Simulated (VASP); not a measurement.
# B2W (P6/mmm) in VASP: a series of runs, part 2 of 3

VASP 6.6.1. The steps go on from the part before.

## Step 3: Electric field gradients, LDA (equal xx and yy strain of -2 %)

File INCAR:

```
SYSTEM = B2W
ALGO = Normal ; EDIFF = 1E-8
ENCUT = 520 ; ISIF = 2
ISMEAR = -1 ; LASPH = .TRUE.
LCHARG = .FALSE. ; LEFG = .TRUE.
LREAL = .FALSE. ; LWAVE = .FALSE.
NBANDS = 17 ; NELM = 100
PREC = Accurate ; SIGMA = 0.05
```

File KPOINTS:

```
k-points
0
G
  14 14 12
  0 0 0
```

File POSCAR:

```
B2W
1.0
    2.9596013921      0.0000000000      0.0000000000
   -1.4798006961      2.5630899906      0.0000000000
    0.0000000000      0.0000000000      3.0500000000
B W
2 1
Direct
    0.3333333333      0.6666666667      0.5000000000
    0.6666666667      0.3333333333      0.5000000000
    0.0000000000      0.0000000000      0.0000000000
```

Potentials or basis: VASP PAW LDA potentials, release 64 (B, W_sv).

Run with:

```console
$ cat potpaw_LDA.64/B/POTCAR potpaw_LDA.64/W_sv/POTCAR > POTCAR
$ mpirun -np 1 vasp_std > vasp.out
```

OUTCAR:

```text
SYSTEM = B2W
   EDIFF = 1E-8
   ENCUT = 520
   ISIF = 2
   ISMEAR = -1
   LASPH = .TRUE.
   LREAL = .FALSE.
   NELM = 100
   PREC = Accurate

 ion  position               nearest neighbor table
   1  0.333  0.667  0.500-   2 1.71   2 1.71   2 1.71   3 2.29   3 2.29   3 2.29   3 2.29   3 2.29
                             3 2.29
   2  0.667  0.333  0.500-   1 1.71   1 1.71   1 1.71   3 2.29   3 2.29   3 2.29   3 2.29   3 2.29
                             3 2.29
   3  0.000  0.000  0.000-   1 2.29   2 2.29   1 2.29   2 2.29   1 2.29   1 2.29   2 2.29   2 2.29
                             2 2.29   2 2.29   1 2.29   1 2.29

  LATTYP: Found a hexagonal cell.
 ALAT       =     2.9596013921
 C/A-ratio  =     1.0305441835

  Lattice vectors:

 A1 = (   2.9596013921,   0.0000000000,   0.0000000000)
 A2 = (  -1.4798006961,   2.5630899906,   0.0000000000)
 A3 = (   0.0000000000,   0.0000000000,   3.0500000000)

Analysis of symmetry for initial positions (statically):
=====================================================================
[... 682 lines left out ...]
 POSITION                                       TOTAL-FORCE (eV/Angst)
 -----------------------------------------------------------------------------------
     -0.00000      1.70873      1.52500        -0.000000     -0.000000      0.000000
      1.47980      0.85436      1.52500         0.000000      0.000000      0.000000
      0.00000      0.00000      0.00000        -0.000000     -0.000000      0.000000
 -----------------------------------------------------------------------------------
    total drift:                               -0.000000      0.000000      0.000000

  FREE ENERGIE OF THE ION-ELECTRON SYSTEM (eV)
  ---------------------------------------------------
  free  energy   TOTEN  =       -29.0929987056 eV

  energy  without entropy=      -29.0825788715  energy(sigma->0) =      -29.08778879

 Electric field gradients (V/A^2)
---------------------------------------------------------------------
 ion       V_xx      V_yy      V_zz      V_xy      V_xz      V_yz
---------------------------------------------------------------------
   1      -1.247    -1.247     2.495    -0.000     0.000    -0.000
   2      -1.247    -1.247     2.495    -0.000     0.000     0.000
   3     -15.343   -15.343    30.686     0.000     0.000     0.000
---------------------------------------------------------------------

 Electric field gradients after diagonalization (V/A^2)
 (convention: |V_zz| > |V_xx| > |V_yy|)
----------------------------------------------------------------------
 ion       V_xx      V_yy      V_zz     asymmetry (V_yy - V_xx)/ V_zz
----------------------------------------------------------------------
   1      -1.247    -1.247     2.495       0.000
   2      -1.247    -1.247     2.495       0.000
   3     -15.343   -15.342    30.686       0.000
----------------------------------------------------------------------

           NMR quadrupolar parameters

 Cq : quadrupolar parameter    Cq=e*Q*V_zz/h
 eta: asymmetry parameters     (V_yy - V_xx)/ V_zz
 Q  : nuclear electric quadrupole moment in mb (millibarn)
----------------------------------------------------------------------
 ion       Cq(MHz)       eta       Q (mb)
----------------------------------------------------------------------
   1       0.006       0.000       1.000
   2       0.006       0.000       1.000
   3       0.074       0.000       1.000
----------------------------------------------------------------------
```

OSZICAR:

```text
N       E                     dE             d eps       ncg     rms          rms(c)
DAV:   1     0.118712838236E+03    0.11871E+03   -0.10397E+04  5720   0.129E+03
DAV:   2    -0.291162424072E+02   -0.14783E+03   -0.14387E+03  6601   0.349E+02
DAV:   3    -0.329233282751E+02   -0.38071E+01   -0.37611E+01  6836   0.521E+01
DAV:   4    -0.329436100488E+02   -0.20282E-01   -0.20260E-01  6978   0.393E+00
DAV:   5    -0.329437098098E+02   -0.99761E-04   -0.99756E-04  6780   0.283E-01    0.396E+01
DAV:   6    -0.291515702864E+02    0.37921E+01   -0.13510E+01  6534   0.274E+01    0.114E+01
DAV:   7    -0.291139745431E+02    0.37596E-01   -0.29797E-01  6148   0.455E+00    0.686E+00
DAV:   8    -0.290940253316E+02    0.19949E-01   -0.17563E-02  7043   0.149E+00    0.600E-01
DAV:   9    -0.290930239400E+02    0.10014E-02   -0.17710E-03  6507   0.435E-01    0.138E-01
DAV:  10    -0.290929982780E+02    0.25662E-04   -0.10090E-04  6740   0.800E-02    0.138E-02
DAV:  11    -0.290929984757E+02   -0.19770E-06   -0.25096E-06  6507   0.153E-02    0.669E-03
DAV:  12    -0.290929987204E+02   -0.24472E-06   -0.61208E-07  6813   0.618E-03    0.299E-03
DAV:  13    -0.290929987069E+02    0.13546E-07   -0.35022E-08  6280   0.132E-03    0.468E-04
DAV:  14    -0.290929987056E+02    0.12315E-08   -0.32353E-09  3162   0.487E-04
   1 F= -.29092999E+02 E0= -.29087789E+02  d E =-.104198E-01
```

Run time: 35 s. Hardware: 1 thread of Intel Xeon 6975P-C (Granite Rapids), shared host; peak memory 0.17 GiB.

Results:

* Free energy: -29.0930 eV
* Pressure: 44.2 GPa
* Band gap on the k mesh: zero (band 10 reaches 16.26 eV, above the bottom of band 11 at 11.44 eV)

Electric field gradients, principal values (V/Å²):
```
atom    least   middle  greatest (by size)
 1 B   -1.247   -1.247               2.495
 2 B   -1.247   -1.247               2.495
 3 W  -15.342  -15.343              30.686
```

Caveat: the cell differs from its parent crystal (equal xx and yy strain of -2 %); without QUAD_EFG the Cq values of the log hold for a quadrupole moment of 1 mb, not for the nuclei; spin-orbit coupling is left out, which moves the levels of the heavy elements.

## Step 4: Electric field gradients, LDA (volume scaled by 0.94)

File INCAR:

```
SYSTEM = B2W
PREC = Accurate
ENCUT = 520
EDIFF = 1E-8
ISMEAR = -1
SIGMA = 0.05
LREAL = .False.
LASPH = .True.
NELM = 80
ALGO = Normal
ISIF = 2
LWAVE = .False.
LCHARG = .False.
GGA = CA
LEFG = .True.
NBANDS = 17
```

File KPOINTS:

```
Automatic mesh
0
Gamma
  14 14 12
  0 0 0
```

File POSCAR:

```
B2W
1.0
    2.9583514398      0.0000000000      0.0000000000
   -1.4791757200      2.5620075002      0.0000000000
    0.0000000000      0.0000000000      2.9877376316
B W
2 1
Direct
    0.3333333333      0.6666666667      0.5000000000
    0.6666666667      0.3333333333      0.5000000000
    0.0000000000      0.0000000000      0.0000000000
```

Potentials or basis: VASP PAW LDA potentials, release 64 (B, W_sv).

Run with:

```console
$ cat potpaw_LDA.64/B/POTCAR potpaw_LDA.64/W_sv/POTCAR > POTCAR
$ mpirun -np 1 vasp_std > vasp.out
```

OUTCAR:

```text
SYSTEM = B2W
   PREC = Accurate
   ENCUT = 520
   EDIFF = 1E-8
   ISMEAR = -1
   LREAL = .False.
   LASPH = .True.
   NELM = 80
   ISIF = 2
   GGA = CA

 ion  position               nearest neighbor table
   1  0.333  0.667  0.500-   2 1.71   2 1.71   2 1.71   3 2.27   3 2.27   3 2.27   3 2.27   3 2.27
                             3 2.27
   2  0.667  0.333  0.500-   1 1.71   1 1.71   1 1.71   3 2.27   3 2.27   3 2.27   3 2.27   3 2.27
                             3 2.27
   3  0.000  0.000  0.000-   1 2.27   2 2.27   1 2.27   2 2.27   2 2.27   2 2.27   1 2.27   1 2.27
                             2 2.27   2 2.27   1 2.27   1 2.27

[... 707 lines left out ...]

 Electric field gradients (V/A^2)
---------------------------------------------------------------------
 ion       V_xx      V_yy      V_zz      V_xy      V_xz      V_yz
---------------------------------------------------------------------
   1      -1.039    -1.039     2.078    -0.000     0.000    -0.000
   2      -1.039    -1.039     2.078    -0.000     0.000     0.000
   3      -7.247    -7.246    14.493     0.000     0.000     0.000
---------------------------------------------------------------------

 Electric field gradients after diagonalization (V/A^2)
 (convention: |V_zz| > |V_xx| > |V_yy|)
----------------------------------------------------------------------
 ion       V_xx      V_yy      V_zz     asymmetry (V_yy - V_xx)/ V_zz
----------------------------------------------------------------------
   1      -1.039    -1.039     2.078       0.000
   2      -1.039    -1.039     2.078       0.000
   3      -7.247    -7.246    14.493       0.000
----------------------------------------------------------------------

           NMR quadrupolar parameters

 Cq : quadrupolar parameter    Cq=e*Q*V_zz/h
 eta: asymmetry parameters     (V_yy - V_xx)/ V_zz
 Q  : nuclear electric quadrupole moment in mb (millibarn)
----------------------------------------------------------------------
 ion       Cq(MHz)       eta       Q (mb)
----------------------------------------------------------------------
   1       0.005       0.000       1.000
   2       0.005       0.000       1.000
   3       0.035       0.000       1.000
----------------------------------------------------------------------
```

stdout:

```text
POSCAR found type information on POSCAR B W
 POSCAR found :  2 types and       3 ions
 scaLAPACK will be used
 LDA part: xc-table for (Slater(with rela. corr.)+CA(PZ))
 , standard interpolation
 POSCAR, INCAR and KPOINTS ok, starting setup
 FFT: planning ... GRIDC
 FFT: planning ... GRID_SOFT
 FFT: planning ... GRID
 WAVECAR not read
 entering main loop
ion   1

ion   2

ion   3
```

Wall time 29 s (1 thread of AMD EPYC 9R45 (Zen 5), shared host); peak memory 0.15 GiB.

Results:

* Free energy: -28.9107 eV
* Pressure: 56.0 GPa
* Band gap on the k mesh: zero (band 10 reaches 16.91 eV, above the bottom of band 11 at 11.69 eV)

Stress tensor (GPa, compression positive):
```
50.01  0.00  0.00
 0.00 50.01  0.00
 0.00  0.00 68.09
```

Electric field gradients, principal values (V/Å²):
| atom | least | middle | greatest (by size) |
| --- | --- | --- | --- |
| 1 B | -1.039 | -1.039 | 2.078 |
| 2 B | -1.039 | -1.039 | 2.078 |
| 3 W | -7.246 | -7.247 | 14.493 |

Caveat: without QUAD_EFG the Cq values of the log hold for a quadrupole moment of 1 mb, not for the nuclei; spin-orbit coupling is left out, which moves the levels of the heavy elements.

(Continued in part 3 of 3.)
